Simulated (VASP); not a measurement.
Wanted: the native input for a VASP 6.6.1 run.

```
Task                   : single point
Functional             : r2SCAN
Potentials or basis    : VASP PAW PBE potentials, release 64 (Ca_sv)
Cutoff                 : 520 eV
k mesh                 : 11 × 11 × 11
Occupations            : fermi-dirac, width 0.15 eV
Spin                   : no spin polarisation
Dipole correction      : no
Further INCAR settings : ALGO = Normal; EDIFF = 1e-07; NBANDS = 11
```

Crystal: Ca.

```xyz
1
Lattice="-2.2512 2.2512 2.2400 2.2512 -2.2512 2.2400 2.2288 2.2288 -2.2400" Properties=species:S:1:pos:R:3 pbc="T T T"
Ca    0.0000    0.0000    0.0000
```

This isn't the form of Ca at room conditions, which is fcc.

These files were run (other wordings do the same):

POSCAR

```
Ca
1.0
   -2.2512000000      2.2512000000      2.2400000000
    2.2512000000     -2.2512000000      2.2400000000
    2.2288000000      2.2288000000     -2.2400000000
Ca
1
Direct
    0.0000000000      0.0000000000      0.0000000000
```

INCAR.step1

```
SYSTEM = Ca
PREC = Accurate
ENCUT = 520
ISMEAR = -1
SIGMA = 0.15
LREAL = .FALSE.
LASPH = .TRUE.
NELM = 80
NBANDS = 11
GGA = PE
ALGO = Normal
EDIFF = 1E-4
LWAVE = .TRUE.
LCHARG = .FALSE.
```

INCAR.step2

```
SYSTEM = Ca
PREC = Accurate
ENCUT = 520
EDIFF = 1E-7
ISMEAR = -1
SIGMA = 0.15
LREAL = .FALSE.
LASPH = .TRUE.
NELM = 80
ALGO = Normal
ISIF = 2
LWAVE = .FALSE.
LCHARG = .FALSE.
METAGGA = R2SCAN
LMIXTAU = .TRUE.
NBANDS = 11
ISTART = 1
```

KPOINTS

```
regular mesh
0
G
  11 11 11
  0 0 0
```

Potentials or basis: VASP PAW PBE potentials, release 64 (Ca_sv).

Run with:

```bash
$ cat potpaw_PBE.64/Ca_sv/POTCAR > POTCAR
$ cp INCAR.step1 INCAR
$ mpirun -np 1 vasp_std > vasp.out
$ cp INCAR.step2 INCAR
$ mpirun -np 1 vasp_std > vasp.out
```

It gave:

- Pressure: -0.6 GPa
- Band gap on the k mesh: zero (bands 5 and 6 overlap by 0.48 eV)

Caveat: the PAW data sets were made with another functional, which shifts forces and pressure a little.

Run time: 3.7 min on 1 thread of AMD EPYC 9R45 96-Core Processor (Zen 5) (shared host), peak memory 0.22 GiB.
